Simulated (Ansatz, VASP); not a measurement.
# Ga4AsP3: VASP beside Ansatz

File INCAR:

```
SYSTEM = Ga4AsP3
ALGO     = Normal         ! electronic algorithm
EDIFF    = 1E-6           ! SCF threshold, eV
ENCUT    = 520            ! plane-wave cutoff, eV
GGA      = PE             ! functional
ISIF     = 2              ! what is computed and relaxed
ISMEAR   = 0              ! smearing method
LASPH    = .TRUE.         ! aspherical terms in the spheres
LCHARG   = .FALSE.        ! write CHGCAR
LREAL    = .FALSE.        ! projectors in reciprocal space
LWAVE    = .FALSE.        ! write WAVECAR
NBANDS   = 46             ! bands
NELM     = 60             ! most SCF steps
PREC     = Accurate       ! precision mode
SIGMA    = 0.01           ! smearing width, eV
```

The input KPOINTS:

```
k-points
0
G
  6 6 2
  0 0 0
```

The input POSCAR:

```
Ga4AsP3
1.0
    3.9368756774      0.0000000000      0.0000000000
    0.0000000000      3.9368756774      0.0000000000
    0.0000000000      0.0000000000     11.1157761941
P Ga As
3 4 1
Direct
    0.0000000000      0.0000000000      0.2453467231
    0.5000000000      0.5000000000      0.0000000000
    0.0000000000      0.0000000000      0.7546532769
    0.0000000000      0.5000000000      0.1225756545
    0.5000000000      0.0000000000      0.8774243455
    0.0000000000      0.5000000000      0.6320221436
    0.5000000000      0.0000000000      0.3679778564
    0.5000000000      0.5000000000      0.5000000000
```

Input for Ansatz:

```yaml
crystal:
  lattice:
    - [3.9368756774, 0.0, 0.0]
    - [0.0, 3.9368756774, 0.0]
    - [0.0, 0.0, 11.1157761941]
  atoms:
    - { symbol: P, position: [0.0, 0.0, 0.2453467231] }
    - { symbol: Ga, position: [0.0, 0.5, 0.1225756545] }
    - { symbol: P, position: [0.5, 0.5, 0.0] }
    - { symbol: Ga, position: [0.5, 0.0, 0.8774243455] }
    - { symbol: P, position: [0.0, 0.0, 0.7546532769] }
    - { symbol: Ga, position: [0.0, 0.5, 0.6320221436] }
    - { symbol: As, position: [0.5, 0.5, 0.5] }
    - { symbol: Ga, position: [0.5, 0.0, 0.3679778564] }
kpoints:
  mp_grid: { grid: [6, 6, 2] }
hamiltonian:
  xc: pbe
scf:
  occupations: { method: fixed }
  n_extra_bands: 6
output:
  forces: true
  stress: true
  eigenvalues: true
```

Alike in both runs: task single point; functional PBE; k mesh 6 × 6 × 2; no spin polarisation.

```csv
,VASP,Ansatz
version,VASP 6.6.1,Ansatz 0.2.0
potentials or method,"VASP PAW PBE potentials, release 64 (P, Ga_d, As)","plane waves, PAW"
plane-wave cutoff (eV),520,420
occupations,"gaussian, width 0.01 eV",fixed
valence electrons in the cell,72,82
```

```tsv
	VASP	Ansatz	Ansatz less VASP
gap on the k mesh at the Fermi level (eV)	1.17	1.17	+0.002
pressure (GPa)	0.0	0.0	-0.05
rms of the force components (eV/Å)	0.005	0.000	-0.0045
```

VASP's potentials hold 72 valence electrons a cell and Ansatz's 82, so a difference there can come from the potentials and not from the codes.
